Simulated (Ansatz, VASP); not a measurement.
# Two plane-wave programs on WO

```
CELL_PARAMETERS angstrom
2.99937 0.00000 2.99937
0.00000 2.99937 2.99937
0.00000 0.00000 5.99873
ATOMIC_POSITIONS crystal
W 0.00000 0.00000 0.00000
W 0.00000 0.00000 0.50000
O 0.50000 0.50000 0.75000
O 0.50000 0.50000 0.25000
```

Alike in both runs: functional PBE; k mesh 14 × 14 × 7; occupations gaussian, width 0.1 eV; collinear spin; Hubbard terms W d U = 6.2 eV.

Ansatz relaxed the structure, and its values are those at the end. VASP's run is a single point on that final structure, the one shown.

|  | VASP | Ansatz |
| --- | --- | --- |
| version | VASP 6.6.1 | Ansatz 0.2.0 |
| potentials or method | VASP PAW PBE potentials, release 64 (W_sv, O), cutoff 520 eV | scalar-relativistic, plane waves, PAW |
| valence electrons in the cell | 40 | 40 |

|  | VASP | Ansatz | Ansatz less VASP |
| --- | --- | --- | --- |
| gap on the k mesh at the Fermi level (eV) | none | none | - |
| pressure (GPa) | -19.7 | 0.0 | +19.67 |
| net moment per atom (μB) | 0.00 | 0.00 | 0.000 |
| size of the moment on the site where the two differ most (μB) | 1.20 | 2.63 | +1.431 |

Site moments also hang on the region over which each program counts them. The programs project onto different local orbitals, so the same U acts differently, and such runs can settle in different states. A gap of «none» marks a metal or a gap that the smearing closes. Ansatz's warnings: filled band counts differ across k points.

Neither program's run includes spin-orbit coupling.
